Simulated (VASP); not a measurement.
# GaAs (F-43m) in VASP: notebook

Runs on GaAs. Level: PBEsol. Tasks: single point, relaxation of cell and atoms.

Program: VASP 6.6.1. These are calculated values, not measurements. Logs are shortened: lines on timing, memory, paths and dates and some standing lists are left out, and cuts for length are marked.

## 1. The cell of the first run

It takes space group F-43m (No. 216, cubic). Conventional cell: a = 5.658 Å, b = 5.658 Å, c = 5.658 Å, α = 90.00°, β = 90.00°, γ = 90.00°. Ga (site symmetry -43m) has 4 As at 2.45 Å within 3.2 Å. Within 3.2 Å of As (site symmetry -43m) lie 4 Ga at 2.45 Å.

## 2. Single point, PBEsol

Input file INCAR:

```
SYSTEM = GaAs
ALGO = Normal
EDIFF = 1E-6
ENCUT = 520
GGA = PS
ISIF = 2
ISMEAR = -1
LASPH = .True.
LCHARG = .False.
LREAL = .False.
LWAVE = .False.
NBANDS = 16
NELM = 100
PREC = Accurate
SIGMA = 0.05
```

Input file KPOINTS:

```
k-points
0
Gamma
  12 12 12
  0 0 0
```

Input file POSCAR:

```
GaAs
1.0
    2.8291472884      2.8291472884      0.0000000000
   -2.8291472884      2.8291472884      0.0000000000
    0.0000000000      2.8291472884      2.8291472884
Ga As
1 1
Direct
    0.0000000000      0.0000000000      0.0000000000
    0.7500000000      0.2500000000      0.5000000000
```

Potentials or basis: VASP PAW PBE potentials, release 64 (Ga_d, As).

Launch:

```sh
$ cat potpaw_PBE.64/Ga_d/POTCAR potpaw_PBE.64/As/POTCAR > POTCAR
$ mpirun -np 1 vasp_std > vasp.out
```

OUTCAR:

```text
SYSTEM = GaAs
   EDIFF = 1E-6
   ENCUT = 520
   GGA = PS
   ISIF = 2
   ISMEAR = -1
   LASPH = .True.
   LREAL = .False.
   NELM = 100
   PREC = Accurate

 ion  position               nearest neighbor table
   1  0.000  0.000  0.000-   2 2.45   2 2.45   2 2.45   2 2.45
   2  0.750  0.250  0.500-   1 2.45   1 2.45   1 2.45   1 2.45

  LATTYP: Found a face centered cubic cell.
 ALAT       =     5.6582945768

  Lattice vectors:

 A1 = (   0.0000000000,   2.8291472884,   2.8291472884)
 A2 = (   2.8291472884,   0.0000000000,   2.8291472884)
 A3 = (   2.8291472884,   2.8291472884,   0.0000000000)

Analysis of symmetry for initial positions (statically):
=====================================================================
 Subroutine PRICEL returns:
 Original cell was already a primitive cell.

 Routine SETGRP: Setting up the symmetry group for a
 face centered cubic supercell.

 Subroutine GETGRP returns: Found 24 space group operations
 (whereof 24 operations were pure point group operations)
 out of a pool of 48 trial point group operations.

The static configuration has the point symmetry T_d .

Analysis of symmetry for dynamics (positions and initial velocities):
=====================================================================
 Subroutine PRICEL returns:
 Original cell was already a primitive cell.

 Routine SETGRP: Setting up the symmetry group for a
 face centered cubic supercell.

 Subroutine GETGRP returns: Found 24 space group operations
 (whereof 24 operations were pure point group operations)
 out of a pool of 48 trial point group operations.

The dynamic configuration has the point symmetry T_d .

 Subroutine INISYM returns: Found 24 space group operations
 (whereof 24 operations are pure point group operations),
 and found     1 'primitive' translations

----------------------------------------------------------------------------------------

                                     Primitive cell

  volume of cell :      45.2894

  direct lattice vectors                    reciprocal lattice vectors
     2.829147288  2.829147288  0.000000000     0.176731697  0.176731697 -0.176731697
    -2.829147288  2.829147288  0.000000000    -0.176731697  0.176731697 -0.176731697
     0.000000000  2.829147288  2.829147288     0.000000000  0.000000000  0.353463393

  length of vectors
     4.001018465  4.001018465  4.001018465     0.306108278  0.306108278  0.353463393

  position of ions in fractional coordinates (direct lattice)
     0.000000000  0.000000000  0.000000000
     0.750000000  0.250000000  0.500000000

  ion indices of the primitive-cell ions
   primitive index   ion index
                 1           1
                 2           2

----------------------------------------------------------------------------------------

 KPOINTS: k-points

Automatic generation of k-mesh.
 Grid dimensions read from file:
 generate k-points for:   12   12   12

 Generating k-lattice:

  Cartesian coordinates                     Fractional coordinates (reciprocal lattice)
     0.014727641  0.014727641 -0.014727641     0.083333333  0.000000000  0.000000000
    -0.014727641  0.014727641 -0.014727641     0.000000000  0.083333333  0.000000000
     0.000000000  0.000000000  0.029455283     0.000000000  0.000000000  0.083333333

  Length of vectors
     0.025509023  0.025509023  0.029455283

  Shift w.r.t. Gamma in fractional coordinates (k-lattice)
     0.000000000  0.000000000  0.000000000

 Subroutine IBZKPT returns following result:
 ===========================================

 Found     72 irreducible k-points:

 Following reciprocal coordinates:
            Coordinates               Weight
  0.000000  0.000000  0.000000      1.000000
  0.083333  0.000000  0.000000      8.000000
  0.166667  0.000000  0.000000      8.000000
  0.250000  0.000000  0.000000      8.000000
  0.333333  0.000000  0.000000      8.000000
  0.416667  0.000000  0.000000      8.000000
[... 16 lines left out ...]
  0.500000  0.166667  0.000000     24.000000
 -0.416667  0.166667  0.000000     24.000000
 [... further k-points ...]
   k-points           NKPTS =     72   k-points in BZ     NKDIM =     72   number of bands    NBANDS=     16
   number of dos      NEDOS =    301   number of ions     NIONS =      2
   total plane-waves  NPLWV =  27000
   dimension x,y,z NGX =    30 NGY =   30 NGZ =   30
   dimension x,y,z NGXF=    60 NGYF=   60 NGZF=   60
   ions per type =               1   1
   NGX,Y,Z   is equivalent  to a cutoff of  12.47, 12.47, 12.47 a.u.
   NGXF,Y,Z  is equivalent  to a cutoff of  24.93, 24.93, 24.93 a.u.
 SYSTEM =  GaAs
   PREC   = accura    normal or accurate (medium, high low for compatibility)
   ISTART =      0    job   : 0-new  1-cont  2-samecut
   ICHARG =      2    charge: 1-file 2-atom 10-const
   ISPIN  =      1    spin polarized calculation?
   LNONCOLLINEAR =      F non collinear calculations
   LSORBIT =      F    spin-orbit coupling
   LASPH  =      T    aspherical Exc in radial PAW
   ENCUT  =  520.0 eV  38.22 Ry    6.18 a.u.   7.44  7.44  7.44*2*pi/ulx,y,z
   NELM   =    100;   NELMIN=  2; NELMDL= -5     # of ELM steps
   EDIFF  = 0.1E-05   stopping-criterion for ELM
   LREAL  =      F    real-space projection
   EDIFFG = 0.1E-04   stopping-criterion for IOM
   NSW    =      0    number of steps for IOM
   IBRION =     -1    ionic relax: 0-MD 1-quasi-New 2-CG
   NFREE  =      0    steps in history (QN), initial steepest desc. (CG)
   ISIF   =      2    stress and relaxation
   ISYM   =      2    0-nonsym 1-usesym 2-fastsym
   POTIM  = 0.5000    time-step for ionic-motion
   TEBEG  =    0.0;   TEEND  =   0.0 temperature during run
   PSTRESS=    0.0 pullay stress
   NELECT =      18.0000    total number of electrons
   NUPDOWN=      -1.0000    fix difference up-down
   EMIN   =  10.00;   EMAX   =-10.00  energy-range for DOS
   EFERMI =   0.00;   METHOD = LEGACY
   ISMEAR =    -1;   SIGMA  =   0.05  broadening in eV -4-tet -1-fermi 0-gaus
   EFERMI_NEDOS =   21; number of points for ismear=-14 and -15
   IALGO  =     38    algorithm
   IMIX   =      4    mixing-type and parameters
     AMIX     =   0.40;   BMIX     =  1.00
     AMIX_MAG =   1.60;   BMIX_MAG =  1.00
  volume/ion in A,a.u.               =      22.64       152.81
  Fermi-wavevector in a.u.,A,eV,Ry     =   1.203650  2.274568 19.711748  1.448773
  Thomas-Fermi vector in A             =   2.339397
   LORBIT       =      0    0 simple, 1 ext, 2 COOP (PROOUT), +10 PAW based schemes
   GGA     = PS    functional components
   LHFCALC =     F    Hartree Fock is set to
   AEXX    =    0.0000 exact exchange contribution
   IVDW    =     0    specifies the selected vdW correction
   LEPSILON=     F    determine dielectric tensor
   LRPA    =     F    only Hartree local field effects (RPA)
 non-spin polarized calculation
  energy-cutoff  :      520.00
  volume of cell :       45.29
 maximum number of plane-waves:      1243
 NGX is ok and might be reduce to    30
   NGX = 15   NGY = 15   NGZ = 15

 number of electron      17.9999993 magnetization

 Free energy of the ion-electron system (eV)
  ---------------------------------------------------
  ext. energy  EPLUGINS =         0.00000000
  ---------------------------------------------------
  free energy    TOTEN  =        -9.09250896 eV

  energy without entropy =       -9.09248833  energy(sigma->0) =       -9.09249864

 E-fermi :   4.0444     XC(G=0):  -9.7624

 val. band max:        3.7804635433   @ k =   0.0000   0.0000   0.0000
 cond. band min:       4.2185677349   @ k =   0.0000   0.0000   0.0000
 fundamental gap:      0.4381041916
 Fermi energy:         4.0444357650

 k-point     1 :       0.0000    0.0000    0.0000
  band No.  band energies     occupation
      1     -10.9881      2.00000
      2     -10.9881      2.00000
      3     -10.9881      2.00000
      4     -10.9086      2.00000
      5     -10.9086      2.00000
      6      -8.9542      2.00000
[... 8 lines left out ...]
     15      13.8843      0.00000
     16      13.8843      0.00000

 k-point     2 :       0.0833    0.0000    0.0000
  band No.  band energies     occupation
      1     -10.9945      2.00000
      2     -10.9865      2.00000
      3     -10.9865      2.00000
      4     -10.9087      2.00000
      5     -10.9087      2.00000
      6      -8.8721      2.00000
[... 8 lines left out ...]
     15      13.3212      0.00000
     16      13.3212      0.00000

 k-point     3 :       0.1667    0.0000    0.0000
  band No.  band energies     occupation
      1     -11.0111      2.00000
      2     -10.9822      2.00000
      3     -10.9822      2.00000
      4     -10.9088      2.00000
      5     -10.9088      2.00000
      6      -8.6331      2.00000
[... 8 lines left out ...]
     15      12.7633      0.00000
     16      12.7633      0.00000

 k-point     4 :       0.2500    0.0000    0.0000
  band No.  band energies     occupation
      1     -11.0319      2.00000
      2     -10.9768      2.00000
      3     -10.9768      2.00000
      4     -10.9083      2.00000
      5     -10.9083      2.00000
      6      -8.2601      2.00000
[... 8 lines left out ...]
     15      12.7444      0.00000
     16      12.7444      0.00000
[... 324 lines left out ...]
 k-point    22 :       0.4167    0.1667    0.0000
  band No.  band energies     occupation
      1     -11.0733      2.00000
      2     -10.9649      2.00000
      3     -10.9614      2.00000
      4     -10.9095      2.00000
      5     -10.9059      2.00000
      6      -6.9951      2.00000
[... 8 lines left out ...]
     15      14.0908      0.00000
     16      14.7604      0.00000

 k-point    23 :       0.5000    0.1667    0.0000
  band No.  band energies     occupation
      1     -11.0732      2.00000
      2     -10.9647      2.00000
      3     -10.9605      2.00000
      4     -10.9125      2.00000
      5     -10.9034      2.00000
      6      -7.0529      2.00000
[... 8 lines left out ...]
     15      15.2103      0.00000
     16      15.6090      0.00000

 k-point    24 :      -0.4167    0.1667    0.0000
  band No.  band energies     occupation
      1     -11.0664      2.00000
      2     -10.9654      2.00000
      3     -10.9617      2.00000
      4     -10.9154      2.00000
      5     -10.9025      2.00000
      6      -7.4087      2.00000
[... 8 lines left out ...]
     15      14.6166      0.00000
     16      15.5162      0.00000

 [... further k-points ...]
[... 5 lines left out ...]
  --------------------------------------------------------------------------------------
  -------------------------------------------------------------------------------------
  Total        0.0552614      0.0552614      0.0552614      0.0000000     -0.0000000      0.0000000
  in kB        1.9549506      1.9549506      1.9549506      0.0000000     -0.0000000      0.0000000
  external PRESSURE =       1.9549506 kB  Pullay stress =       0.0000000 kB

 VOLUME and BASIS-vectors are now :
 -----------------------------------------------------------------------------
  energy-cutoff  :      520.00
  volume of cell :       45.29
      direct lattice vectors                 reciprocal lattice vectors
     2.829147288  2.829147288  0.000000000     0.176731697  0.176731697 -0.176731697
    -2.829147288  2.829147288  0.000000000    -0.176731697  0.176731697 -0.176731697
     0.000000000  2.829147288  2.829147288     0.000000000  0.000000000  0.353463393

 POSITION                                       TOTAL-FORCE (eV/Angst)
 -----------------------------------------------------------------------------------
      0.00000      0.00000      0.00000        -0.000000     -0.000000      0.000000
      1.41457      4.24372      1.41457         0.000000      0.000000      0.000000
 -----------------------------------------------------------------------------------
    total drift:                                0.000001     -0.000000     -0.000000

  FREE ENERGIE OF THE ION-ELECTRON SYSTEM (eV)
  ---------------------------------------------------
  free  energy   TOTEN  =        -9.0925089559 eV

  energy  without entropy=       -9.0924883284  energy(sigma->0) =       -9.09249864
```

Run time: 95 s. Hardware: 1 thread of AMD EPYC 7R13, shared host; peak memory 0.17 GiB.

What came out:

```
Free energy            : -9.0925 eV
Pressure               : 0.2 GPa
Band gap on the k mesh : 0.44 eV, direct
```

Caveat: the PAW data sets were made with another functional, which shifts forces and pressure a little. A k mesh can miss the band edges.

## 3. Relaxation of cell and atoms, PBEsol

This run uses another cell than the first one, of 22.59 Å³/atom, 0.998 times its volume.

Input file INCAR:

```
SYSTEM = GaAs
PREC = Accurate
ENCUT = 600
EDIFF = 1E-7
ISMEAR = -1
SIGMA = 0.05
LREAL = .FALSE.
LASPH = .TRUE.
NELM = 100
ALGO = Normal
ISIF = 3
LWAVE = .FALSE.
LCHARG = .FALSE.
GGA = PS
IBRION = 2
NSW = 100
EDIFFG = -0.002
```

Input file KPOINTS:

```
regular mesh
0
G
  12 12 12
  0 0 0
```

Input file POSCAR:

```
GaAs
1.0
    2.8268500000      2.8268500000      0.0000000000
   -2.8268500000      2.8268500000      0.0000000000
    0.0000000000      2.8268500000      2.8268500000
Ga As
1 1
Direct
    0.0000000000      0.0000000000      0.0000000000
    0.7500000000      0.2500000000      0.5000000000
```

Potentials or basis: VASP PAW PBE potentials, release 64 (Ga_d, As).

Launch:

```sh
$ cat potpaw_PBE.64/Ga_d/POTCAR potpaw_PBE.64/As/POTCAR > POTCAR
$ mpirun -np 1 vasp_std > vasp.out
```

OUTCAR:

```text
SYSTEM = GaAs
   PREC = Accurate
   ENCUT = 600
   EDIFF = 1E-7
   ISMEAR = -1
   LREAL = .FALSE.
   LASPH = .TRUE.
   NELM = 100
   ISIF = 3
   GGA = PS
   IBRION = 2
   NSW = 100
   EDIFFG = -0.002

 ion  position               nearest neighbor table
   1  0.000  0.000  0.000-   2 2.45   2 2.45   2 2.45   2 2.45
   2  0.750  0.250  0.500-   1 2.45   1 2.45   1 2.45   1 2.45

  LATTYP: Found a face centered cubic cell.
 ALAT       =     5.6537000000

  Lattice vectors:

 A1 = (   0.0000000000,   2.8268500000,   2.8268500000)
 A2 = (   2.8268500000,   0.0000000000,   2.8268500000)
 A3 = (   2.8268500000,   2.8268500000,   0.0000000000)

Analysis of symmetry for initial positions (statically):
=====================================================================
 Subroutine PRICEL returns:
 Original cell was already a primitive cell.

 Routine SETGRP: Setting up the symmetry group for a
 face centered cubic supercell.

 Subroutine GETGRP returns: Found 24 space group operations
 (whereof 24 operations were pure point group operations)
 out of a pool of 48 trial point group operations.

The static configuration has the point symmetry T_d .

Analysis of symmetry for dynamics (positions and initial velocities):
[... 169 lines left out ...]
  external PRESSURE =       3.3534592 kB  Pullay stress =       0.0000000 kB
[... 59 lines left out ...]
--------------------------------------- Ionic step        3  -------------------------------------------

 number of electron      18.0000010 magnetization

 Free energy of the ion-electron system (eV)
  ---------------------------------------------------
  ext. energy  EPLUGINS =         0.00000000
  ---------------------------------------------------
  free energy    TOTEN  =        -9.09246125 eV

  energy without entropy =       -9.09243695  energy(sigma->0) =       -9.09244910

 E-fermi :   4.0098     XC(G=0):  -9.7502

 val. band max:        3.7555024407   @ k =   0.0000   0.0000   0.0000
 cond. band min:       4.1737443813   @ k =   0.0000   0.0000   0.0000
 fundamental gap:      0.4182419406
 Fermi energy:         4.0098136167

 k-point     1 :       0.0000    0.0000    0.0000
  band No.  band energies     occupation
      1     -11.0086      2.00000
      2     -11.0086      2.00000
      3     -11.0086      2.00000
      4     -10.9297      2.00000
      5     -10.9297      2.00000
      6      -8.9600      2.00000
      7       3.7555      1.98771
      8       3.7555      1.98771
      9       3.7555      1.98771
     10       4.1737      0.07262
     11       7.4454      0.00000
     12       7.4454      0.00000
     13       7.4454      0.00000
[... 354 lines left out ...]
  band No.  band energies     occupation
      1     -11.0861      2.00000
      2     -10.9861      2.00000
      3     -10.9824      2.00000
      4     -10.9364      2.00000
      5     -10.9237      2.00000
      6      -7.4211      2.00000
      7      -1.9855      2.00000
      8       1.4389      2.00000
      9       2.0818      2.00000
     10       6.0746      0.00000
     11       7.9941      0.00000
     12       9.6426      0.00000
     13       9.6985      0.00000

 [... further k-points ...]
[... 5 lines left out ...]
  --------------------------------------------------------------------------------------
  -------------------------------------------------------------------------------------
  Total        0.0022271      0.0022271      0.0022271      0.0000000      0.0000000      0.0000000
  in kB        0.0785751      0.0785751      0.0785751      0.0000000      0.0000000      0.0000000
  external PRESSURE =       0.0785751 kB  Pullay stress =       0.0000000 kB
[... 17 lines left out ...]
  FREE ENERGIE OF THE ION-ELECTRON SYSTEM (eV)
  ---------------------------------------------------
  free  energy   TOTEN  =        -9.0924612489 eV

  energy  without entropy=       -9.0924369488  energy(sigma->0) =       -9.09244910

 reached required accuracy - stopping structural energy minimisation
```

OSZICAR:

```text
N       E                     dE             d eps       ncg     rms          rms(c)
DAV:   1     0.839239680514E+02    0.83924E+02   -0.99192E+03  1888   0.208E+03
DAV:   2    -0.246457292682E+01   -0.86389E+02   -0.83155E+02  1987   0.347E+02
DAV:   3    -0.917204387147E+01   -0.67075E+01   -0.66639E+01  2382   0.791E+01
[... 21 lines left out ...]
DAV:   2    -0.909255936194E+01    0.35905E-03   -0.66936E-04  2337   0.634E-01    0.562E-02
DAV:   3    -0.909247032012E+01    0.89042E-04   -0.11096E-04  2472   0.218E-01    0.125E-02
DAV:   4    -0.909246229770E+01    0.80224E-05   -0.10252E-05  2185   0.500E-02    0.422E-03
DAV:   5    -0.909246126384E+01    0.10339E-05   -0.71024E-07  2222   0.129E-02    0.105E-03
DAV:   6    -0.909246124887E+01    0.14970E-07   -0.56681E-08   971   0.402E-03
   3 F= -.90924612E+01 E0= -.90924491E+01  d E =-.246695E-03
```

CONTCAR:

```text
GaAs
   1.00000000000000
     2.8316705765797909    2.8316705765797909    0.0000000000000000
    -2.8316705765797909    2.8316705765797909    0.0000000000000000
     0.0000000000000000    2.8316705765797909    2.8316705765797909
  Ga              As
     1     1
Direct
     0.0000000000000000    0.0000000000000000    1.0000000000000000
     0.7500000000000000    0.2500000000000000    0.5000000000000000

  0.00000000E+00  0.00000000E+00  0.00000000E+00
  0.00000000E+00  0.00000000E+00  0.00000000E+00
```

Wall time 3.1 min (1 thread of AMD EPYC 7R13, shared host); peak memory 0.19 GiB.

What came out:

| Quantity | Value |
| --- | --- |
| Free energy | -9.0925 eV |
| Relaxed volume | 22.71 Å³/atom |
| Relaxed cell | a = 4.005 Å, b = 4.005 Å, c = 4.005 Å, α = 60.00°, β = 60.00°, γ = 90.00° |
| Space group after relaxing (to 0.05 Å) | F-43m (No. 216) |
| Energy gained by relaxing | 0.1 meV/atom |
| Ionic steps | 3 |
| Pressure after relaxing | 0.0 GPa |
| Band gap on the k mesh | 0.42 eV, direct |

The path:
| step | energy change (eV) | largest force (eV/Å) | pressure (GPa) | volume (Å³) |
| --- | --- | --- | --- | --- |
| 1 | 0.0000 | 0.0000 | 0.34 | 45.18 |
| 2 | -0.0002 | 0.0000 | -0.11 | 45.49 |
| 3 | -0.0002 | 0.0000 | 0.01 | 45.41 |

Final structure:
```
Ga As
1.0
     2.83167    2.83167    0.00000
    -2.83167    2.83167    0.00000
     0.00000    2.83167    2.83167
Ga As
1 1
Direct
  0.00000 0.00000 0.00000
  0.75000 0.25000 0.50000
```

Caveat: the PAW data sets were made with another functional, which shifts forces and pressure a little. A k mesh can miss the band edges.
